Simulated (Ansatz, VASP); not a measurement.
## Ta in VASP and in Ansatz

INCAR

```
SYSTEM = Ta
ALGO = Normal
EDIFF = 1E-6
ENCUT = 520
GGA = RP
ISIF = 2
ISMEAR = -1
LASPH = .TRUE.
LCHARG = .TRUE.
LELF = .TRUE.
LREAL = .FALSE.
LVHAR = .TRUE.
LWAVE = .FALSE.
NBANDS = 18
NELM = 80
PREC = Accurate
SIGMA = 0.1
```

KPOINTS

```
k-points
0
G
  10 10 10
  0 0 0
```

Contents of POSCAR:

```
Ta
1.0
    0.0000000000      3.1995642808      3.1995642808
    3.1995642808      0.0000000000      3.1995642808
    3.1995642808      3.1995642808      0.0000000000
Ta
2
Direct
    0.1250000000      0.1250000000      0.1250000000
    0.8750000000      0.8750000000      0.8750000000
```

Input for Ansatz:

```yaml
crystal:
  lattice:
    - [0.0, 3.1995642808, 3.1995642808]
    - [3.1995642808, 0.0, 3.1995642808]
    - [3.1995642808, 3.1995642808, 0.0]
  atoms:
    - { symbol: Ta, position: [0.125, 0.125, 0.125] }
    - { symbol: Ta, position: [0.875, 0.875, 0.875] }
hamiltonian:
  xc: rpbe
  pseudopotentials:
    kind: paw
    azcp:
      Ta: "pseudopotentials/Ta.paw.azcp"
basis:
  ecutwfc: 420
  fft_grid_basis: typed
kpoints:
  mp_grid: { grid: [10, 10, 10], shift: [0, 0, 0] }
magnetization:
  spin_polarized: false
scf:
  occupations: { method: fermi_dirac, width: 0.1 }
  lower_state_search: "off"
output:
  stress: true
```

Alike in both runs: task single point; functional RPBE; k mesh 10 × 10 × 10; occupations fermi-dirac, width 0.1 eV; no spin polarisation.

|  | VASP | Ansatz |
| --- | --- | --- |
| version | VASP 6.6.1 | Ansatz 0.2.0 |
| potentials or method | VASP PAW PBE potentials, release 64 (Ta_pv), cutoff 520 eV | plane waves (420 eV) with PAW, scalar-relativistic |
| valence electrons in the cell | 22 | 26 |

Ansatz gave:

* pressure (GPa): -6.1

Q: Which values does VASP return?

A: Pressure (GPa): -6.2.

VASP's potentials were made for PBE, not for RPBE. VASP's potentials hold 22 valence electrons a cell and Ansatz's 26, so a difference there can come from the potentials and not from the codes.

Spin-orbit coupling is off throughout.
